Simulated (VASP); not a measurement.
# Ge (Imma) in VASP: notebook

The runs below take Ge through single point, with LDA, PBEsol.

All numbers are computed with VASP 6.6.1; they aren't measurements. Logs are shortened: lines on timing, memory, paths and dates and some standing lists are left out, and cuts for length are marked.

## (1) The cell of the first run

The structure is orthorhombic, space group Imma (No. 74). Conventional cell: a = 4.992 Å, b = 5.302 Å, c = 2.874 Å, α = 90.00°, β = 90.00°, γ = 90.00°. Ge (site symmetry mm2) has 8 Ge at 2.68 to 3.08 Å within 3.5 Å.

## (2) Single point, LDA

Input file INCAR:

```
SYSTEM = Ge
  ALGO = Normal
  EDIFF = 1E-7
  ENCUT = 520
  ISIF = 2
  ISMEAR = -1
  LASPH = .True.
  LCHARG = .False.
  LREAL = .False.
  LWAVE = .False.
  NBANDS = 21
  NELM = 100
  PREC = Accurate
  SIGMA = 0.05
```

Input file KPOINTS:

```
k-points
0
Gamma
  11 11 11
  0 0 0
```

Input file POSCAR:

```
Ge
1.0
   -2.4958980000      2.6508630000      1.4369470000
    2.4958980000     -2.6508630000      1.4369470000
    2.4958980000      2.6508630000     -1.4369470000
Ge
2
Direct
    0.3140570000      0.0640570000      0.2500000000
    0.6859430000      0.9359430000      0.7500000000
```

Potentials or basis: VASP PAW LDA potentials, release 64 (Ge_d).

Started as:

```
$ cat potpaw_LDA.64/Ge_d/POTCAR > POTCAR
$ mpirun -np 1 vasp_std > vasp.out
```

OUTCAR:

```text
SYSTEM = Ge
   EDIFF = 1E-7
   ENCUT = 520
   ISIF = 2
   ISMEAR = -1
   LASPH = .True.
   LREAL = .False.
   NELM = 100
   PREC = Accurate

 ion  position               nearest neighbor table
   1  0.314  0.064  0.250-   2 2.68   2 2.68   2 2.72   2 2.72
   2  0.686  0.936  0.750-   1 2.68   1 2.68   1 2.72   1 2.72

  LATTYP: Found a body centered orthorhombic cell.
 ALAT       =     2.8738940000
 B/A-ratio  =     1.7369450648
 C/A-ratio  =     1.8447882907

  Lattice vectors:

 A1 = (   2.4958980000,  -2.6508630000,   1.4369470000)
 A2 = (  -2.4958980000,  -2.6508630000,  -1.4369470000)
 A3 = (   2.4958980000,   2.6508630000,  -1.4369470000)

Analysis of symmetry for initial positions (statically):
=====================================================================
 Subroutine PRICEL returns:
 Original cell was already a primitive cell.

 Routine SETGRP: Setting up the symmetry group for a
 body centered orthorhombic supercell.

 Subroutine GETGRP returns: Found  8 space group operations
 (whereof  4 operations were pure point group operations)
 out of a pool of  8 trial point group operations.

The static configuration has the point symmetry C_2h.
 The point group associated with its full space group is D_2h.

Analysis of symmetry for dynamics (positions and initial velocities):
=====================================================================
 Subroutine PRICEL returns:
 Original cell was already a primitive cell.

 Routine SETGRP: Setting up the symmetry group for a
 body centered orthorhombic supercell.

 Subroutine GETGRP returns: Found  8 space group operations
 (whereof  4 operations were pure point group operations)
 out of a pool of  8 trial point group operations.

The dynamic configuration has the point symmetry C_2h.
 The point group associated with its full space group is D_2h.

 Subroutine INISYM returns: Found  8 space group operations
 (whereof  4 operations are pure point group operations),
 and found     1 'primitive' translations

----------------------------------------------------------------------------------------

                                     Primitive cell

  volume of cell :      38.0290

  direct lattice vectors                    reciprocal lattice vectors
    -2.495898000  2.650863000  1.436947000     0.000000000  0.188617820  0.347959946
     2.495898000 -2.650863000  1.436947000     0.200328699  0.000000000  0.347959946
     2.495898000  2.650863000 -1.436947000     0.200328699  0.188617820  0.000000000

  length of vectors
     3.914255760  3.914255760  3.914255760     0.395793893  0.401506801  0.275151358

  position of ions in fractional coordinates (direct lattice)
[... 79 lines left out ...]
   EDIFF  = 0.1E-06   stopping-criterion for ELM
   LREAL  =      F    real-space projection
   EDIFFG = 0.1E-05   stopping-criterion for IOM
   NSW    =      0    number of steps for IOM
   IBRION =     -1    ionic relax: 0-MD 1-quasi-New 2-CG
   NFREE  =      0    steps in history (QN), initial steepest desc. (CG)
   ISIF   =      2    stress and relaxation
   ISYM   =      2    0-nonsym 1-usesym 2-fastsym
   POTIM  = 0.5000    time-step for ionic-motion
   TEBEG  =    0.0;   TEEND  =   0.0 temperature during run
   PSTRESS=    0.0 pullay stress
   NELECT =      28.0000    total number of electrons
   NUPDOWN=      -1.0000    fix difference up-down
   EMIN   =  10.00;   EMAX   =-10.00  energy-range for DOS
   EFERMI =   0.00;   METHOD = LEGACY
   ISMEAR =    -1;   SIGMA  =   0.05  broadening in eV -4-tet -1-fermi 0-gaus
   EFERMI_NEDOS =   21; number of points for ismear=-14 and -15
   IALGO  =     38    algorithm
   IMIX   =      4    mixing-type and parameters
     AMIX     =   0.40;   BMIX     =  1.00
     AMIX_MAG =   1.60;   BMIX_MAG =  1.00
  volume/ion in A,a.u.               =      19.01       128.32
  Fermi-wavevector in a.u.,A,eV,Ry     =   1.478277  2.793539 29.732860  2.185304
  Thomas-Fermi vector in A             =   2.592578
   LORBIT       =      0    0 simple, 1 ext, 2 COOP (PROOUT), +10 PAW based schemes
   GGA     = CA    functional components
   LHFCALC =     F    Hartree Fock is set to
   AEXX    =    0.0000 exact exchange contribution
   IVDW    =     0    specifies the selected vdW correction
   LEPSILON=     F    determine dielectric tensor
   LRPA    =     F    only Hartree local field effects (RPA)
 non-spin polarized calculation
  energy-cutoff  :      520.00
  volume of cell :       38.03
 maximum number of plane-waves:      1044
 NGX is ok and might be reduce to    30
   NGX = 15   NGY = 15   NGZ = 15

 number of electron      28.0000014 magnetization

 Free energy of the ion-electron system (eV)
  ---------------------------------------------------
  ext. energy  EPLUGINS =         0.00000000
  ---------------------------------------------------
  free energy    TOTEN  =        -9.98529085 eV

  energy without entropy =       -9.97874789  energy(sigma->0) =       -9.98201937

 E-fermi :   6.2611     XC(G=0): -11.4745

 val. band max:        6.2505246639   @ k =  -0.2727   0.3636   0.1818
 cond. band min:       6.2620542364   @ k =   0.4545   0.2727   0.0909
 fundamental gap:      0.0115295725
 Fermi energy:         6.2611069204

 k-point     1 :       0.0000    0.0000    0.0000
  band No.  band energies     occupation
      1     -18.5786      2.00000
      2     -18.5010      2.00000
      3     -18.4990      2.00000
      4     -18.4957      2.00000
      5     -18.4625      2.00000
      6     -18.4263      2.00000
[... 565 lines left out ...]
     20      17.1253      0.00000
     21      17.3294      0.00000

 [... further k-points ...]

------------------------ aborting loop because EDIFF is reached ----------------------------------------

  FORCE on cell =-STRESS in cart. coord.  units (eV):
  Direction    XX          YY          ZZ          XY          YZ          ZX
  --------------------------------------------------------------------------------------
  -------------------------------------------------------------------------------------
  Total       -0.7287761     -1.2141538     -1.0588405      0.0000000     -0.0000000      0.0000000
  in kB      -30.7036378    -51.1528039    -44.6093881      0.0000000     -0.0000000      0.0000000
  external PRESSURE =     -42.1552766 kB  Pullay stress =       0.0000000 kB

 VOLUME and BASIS-vectors are now :
 -----------------------------------------------------------------------------
  energy-cutoff  :      520.00
  volume of cell :       38.03
      direct lattice vectors                 reciprocal lattice vectors
    -2.495898000  2.650863000  1.436947000     0.000000000  0.188617820  0.347959946
     2.495898000 -2.650863000  1.436947000     0.200328699  0.000000000  0.347959946
     2.495898000  2.650863000 -1.436947000     0.200328699  0.188617820  0.000000000

 POSITION                                       TOTAL-FORCE (eV/Angst)
 -----------------------------------------------------------------------------------
      0.00000      1.32543      0.18409        -0.000000      0.000000      0.068861
      2.49590      1.32543      1.25285         0.000000     -0.000000     -0.068861
 -----------------------------------------------------------------------------------
    total drift:                               -0.000000     -0.000000      0.000000

  FREE ENERGIE OF THE ION-ELECTRON SYSTEM (eV)
  ---------------------------------------------------
  free  energy   TOTEN  =        -9.9852908502 eV

  energy  without entropy=       -9.9787478873  energy(sigma->0) =       -9.98201937
```

OSZICAR:

```text
N       E                     dE             d eps       ncg     rms          rms(c)
DAV:   1     0.175753618366E+03    0.17575E+03   -0.14312E+04 10272   0.372E+03
DAV:   2     0.139559468479E+02   -0.16180E+03   -0.15711E+03  9112   0.587E+02
DAV:   3    -0.935472764180E+01   -0.23311E+02   -0.23119E+02 10393   0.133E+02
DAV:   4    -0.100135314939E+02   -0.65880E+00   -0.65821E+00 10102   0.259E+01
DAV:   5    -0.100232922558E+02   -0.97608E-02   -0.97605E-02 10327   0.344E+00    0.207E+00
DAV:   6    -0.999685807821E+01    0.26434E-01   -0.22267E-02 12334   0.238E+00    0.114E+00
DAV:   7    -0.998563789478E+01    0.11220E-01   -0.14168E-02 12360   0.162E+00    0.110E-01
DAV:   8    -0.998529305361E+01    0.34484E-03   -0.19969E-03 11331   0.776E-01    0.400E-02
DAV:   9    -0.998529103132E+01    0.20223E-05   -0.48822E-05 11018   0.856E-02    0.102E-02
DAV:  10    -0.998529087267E+01    0.15865E-06   -0.37229E-06 12245   0.261E-02    0.259E-03
DAV:  11    -0.998529085022E+01    0.22453E-07   -0.13223E-07  7558   0.467E-03
   1 F= -.99852909E+01 E0= -.99820194E+01  d E =-.654296E-02
```

Wall time 89 s (1 thread of AMD EPYC 9R45 (Zen 5), shared host); peak memory 0.22 GiB.

Results:

* Free energy: -9.9853 eV
* Pressure: -4.2 GPa
* Largest force: 0.069 eV/Å
* Band gap on the k mesh: zero (band 14 reaches 8.29 eV, above the bottom of band 15 at 3.16 eV)

Forces on the atoms (eV/Å):
```
Ge   0.000  0.000  0.069
Ge   0.000  0.000 -0.069
```

## (3) Single point, PBEsol (volume scaled by 0.94)

Input file INCAR:

```
SYSTEM = Ge
ALGO = Normal
EDIFF = 1E-7
ENCUT = 520
GGA = PS
ISIF = 2
ISMEAR = -1
LASPH = .True.
LCHARG = .True.
LELF = .True.
LREAL = .False.
LVHAR = .True.
LWAVE = .False.
NBANDS = 21
NELM = 60
PREC = Accurate
SIGMA = 0.05
```

KPOINTS is that of step 2.

Input file POSCAR:

```
Ge
1.0
   -2.4449470096      2.5967485709      1.4076133202
    2.4449470096     -2.5967485709      1.4076133202
    2.4449470096      2.5967485709     -1.4076133202
Ge
2
Direct
    0.3140570000      0.0640570000      0.2500000000
    0.6859430000      0.9359430000      0.7500000000
```

Potentials or basis: VASP PAW PBE potentials, release 64 (Ge_d).

Started as:

```
$ cat potpaw_PBE.64/Ge_d/POTCAR > POTCAR
$ mpirun -np 1 vasp_std > vasp.out
```

Wall time 2 min (1 thread of Intel Xeon Platinum 8488C (Sapphire Rapids), shared host); peak memory 0.26 GiB.

The run converged. Its results:

- Free energy: -9.5158 eV
- Pressure: 2.4 GPa
- Largest force: 0.051 eV/Å
- Band gap on the k mesh: zero (band 14 reaches 9.40 eV, above the bottom of band 15 at 3.68 eV)

Forces in eV/Å, atoms in the order of the input:
```
Ge   0.000  0.000  0.051
Ge   0.000  0.000 -0.051
```

Stress tensor (GPa, compression positive):
```
3.64 0.00 0.00
0.00 1.44 0.00
0.00 0.00 2.09
```

Levels at points of the mesh, in eV from the Fermi level:
```
           k point  band 11  band 12  band 13  band 14  band 15  band 16  band 17  band 18
(0.00, 0.00, 0.00)   -13.66    -3.61    -2.55    -2.07     3.28     7.28     7.60     8.37
```

Caveat: the PAW data sets were made with another functional, which shifts forces and pressure a little.

[end of part 1 of 2]
